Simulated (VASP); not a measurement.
Input of a VASP 6.6.1 run:

The input INCAR:

```
SYSTEM = TiC
PREC = Accurate ; ENCUT = 600
EDIFF = 1E-6 ; ISMEAR = 1
SIGMA = 0.15 ; LREAL = .False.
LASPH = .True. ; NELM = 120
ALGO = Normal ; ISIF = 2
LWAVE = .False. ; LCHARG = .False.
GGA = CA ; NBANDS = 15
GGA_COMPAT = .False.
```

Contents of KPOINTS:

```
regular mesh
0
Gamma
  12 12 12
  0 0 0
```

POSCAR

```
TiC
1.0
    3.0537110000      0.0000000000      0.0000000000
    1.5268555000      2.6445913018      0.0000000000
    1.5268555000      0.8815304339      2.4933445906
Ti C
1 1
Direct
    0.0000000000      0.0000000000      0.0000000000
    0.5000000000      0.5000000000      0.5000000000
```

Potentials or basis: VASP PAW LDA potentials, release 64 (Ti_sv, C).

Launch:

```bash
$ cat potpaw_LDA.64/Ti_sv/POTCAR potpaw_LDA.64/C/POTCAR > POTCAR
$ mpirun -np 1 vasp_std > vasp.out
```

Question: Estimate the pressure.

Answer: -10.0 GPa.

Question: What does it give for the band gap on the k mesh?

Answer: Zero (band 8 reaches 9.97 eV, above the bottom of band 9 at 8.93 eV).
